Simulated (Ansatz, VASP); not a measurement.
## Two plane-wave programs on PbS

```
CELL_PARAMETERS angstrom
3.66027 0.00000 0.00000
0.00000 3.66027 0.00000
0.00000 0.00000 3.66027
ATOMIC_POSITIONS crystal
Pb 0.00000 0.00000 0.00000
S 0.50000 0.50000 0.50000
```

Alike in both runs: task relaxation of cell and atoms; functional PBE; k mesh 16 × 16 × 16; occupations gaussian, width 0.1 eV; no spin polarisation.

```csv
,VASP,Ansatz
version,VASP 6.6.1,Ansatz 0.2.0
potentials or method,"VASP PAW PBE potentials, release 64 (Pb_d, S), cutoff 600 eV","scalar-relativistic, plane waves, PAW"
valence electrons in the cell,20,20
```

|  | VASP | Ansatz | Ansatz less VASP |
| --- | --- | --- | --- |
| gap on the k mesh at the Fermi level, each at its own relaxed structure (eV) | none | none | - |
| relaxed volume (Å³/atom) | 24.37 | 24.38 | +0.007 |
| relaxed cell length with the largest relative difference (Å) | 3.653 | 3.653 | +0.0003 |

A gap of «none» marks a metal or a gap that the smearing closes.

Neither program's run includes spin-orbit coupling.
